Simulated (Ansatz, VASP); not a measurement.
## Two plane-wave programs on WS

```
W S
1.0
     3.00789    0.00000    0.00000
     0.00000    3.00789    0.00000
     0.00000    0.00000    3.00789
W S
1 1
Direct
  0.50000 0.50000 0.50000
  0.00000 0.00000 0.00000
```

Alike in both runs: functional LDA; k mesh 9 × 9 × 9; occupations fermi-dirac, width 0.05 eV; no spin polarisation; Hubbard terms W d U = 3.0 eV.

|  | VASP | Ansatz |
| --- | --- | --- |
| version | VASP 6.6.1 | Ansatz 0.2.0 |
| potentials or method | VASP PAW LDA potentials, release 64 (W_sv, S) | Ansatz PAW |
| plane-wave cutoff (eV) | 520 | 420 |
| valence electrons in the cell | 20 | 20 |
| task | single point | band structure |

Ansatz gave:

* gap on the k mesh at the Fermi level (eV): none
* pressure (GPa): -10.9

Estimate VASP's values.

gap on the k mesh at the Fermi level (eV): none; pressure (GPa): -6.3.

LDA's correlation is that of Perdew and Zunger in VASP and of Perdew and Wang (1992) in Ansatz. The programs project onto different local orbitals, so the same U acts differently, and such runs can settle in different states. A gap of «none» marks a metal or a gap that the smearing closes.

Spin-orbit coupling is off throughout.
